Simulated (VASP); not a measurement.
Cd2Se3, 5 atoms in the cell. Symmetry: Pm-3m, No. 221, cubic system. The conventional cell has a = 5.117 Å, b = 5.117 Å, c = 5.117 Å, α = 90.00°, β = 90.00°, γ = 90.00°. Cd (site symmetry m-3m) has 12 Se at 3.62 Å and 8 Cd at 4.43 Å within 4.8 Å. Within 3.4 Å of Cd (site symmetry m-3m) lie 6 Se at 2.56 Å. Within 3.4 Å of Se (site symmetry 4/mmm) lie 2 Cd at 2.56 Å. The cell was generated, and may not be a known phase.

* Program: VASP 6.6.1
* Task: single point
* Functional: PBE
* Potentials or basis: VASP PAW PBE potentials, release 64 (Cd, Se)
* Cutoff: 520 eV
* k mesh: 4 × 4 × 4
* Occupations: gaussian, width 0.1 eV
* Spin: no spin polarisation
* Dipole correction: no
* Further INCAR settings: ALGO = Normal; EDIFF = 1e-06; NBANDS = 29

Potentials or basis: VASP PAW PBE potentials, release 64 (Cd, Se).

Run with:

```bash
$ cat potpaw_PBE.64/Cd/POTCAR potpaw_PBE.64/Se/POTCAR > POTCAR
$ mpirun -np 1 vasp_std > vasp.out
```

Hardware: 1 thread of Intel(R) Xeon(R) Platinum 8259CL CPU @ 2.50GHz (Skylake/Cascade Lake) (shared host).

Task: How long does it take, and how much memory?

Result: Wall time 41 s on 1 thread of Intel(R) Xeon(R) Platinum 8259CL CPU @ 2.50GHz (Skylake/Cascade Lake), with other jobs on the host, peak memory 0.25 GiB. Counts: scf iterations 13, k points 10.
